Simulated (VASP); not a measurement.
Runs of VASP 6.6.1 on Pd. The structure is that of space group Im-3m (No. 229), or close to it. The cells are those of the table. This isn't the form of Pd at room conditions, which is fcc.

| task | cell | k mesh | cutoff (eV) | gap on the mesh (eV) | pressure (GPa) | relaxed volume (Å³/atom) |
| --- | --- | --- | --- | --- | --- | --- |
| single point | a = 2.670 Å, angles 109.5°, 1 atom | 18 × 18 × 18 | 520 | none | -0.4 | - |
| single point | a = 2.673 Å, angles 109.5°, 1 atom | 8 × 8 × 8 | 520 | none | -0.4 | - |
| relaxation of cell and atoms | relaxed from a = 2.673 Å, angles 109.5°, 1 atom | 18 × 18 × 18 | 600 | none | 0.0 | 14.63 |
| relaxation of cell and atoms | relaxed from a = 2.714 Å, angles 109.5°, 1 atom | 8 × 8 × 8 | 600 | none | -0.2 | 14.69 |
| single point | a = 2.714 Å, angles 109.5°, 1 atom | 8 × 8 × 8 | 520 | none | (a) | - |

Alike in all rows: level PBEsol; potentials or basis VASP PAW PBE potentials, release 64 (Pd); no spin polarisation; smearing gaussian 0.1 eV.

Fill in the values left out.

(a) -8.3.

Caveats: the PAW data sets were made with another functional, which shifts forces and pressure a little; the cell stands under tension (at least some runs).

A k mesh can miss the band edges, and the runs leave out spin-orbit coupling on Pd.

A gap of «none» marks levels without a gap at the run's occupations.
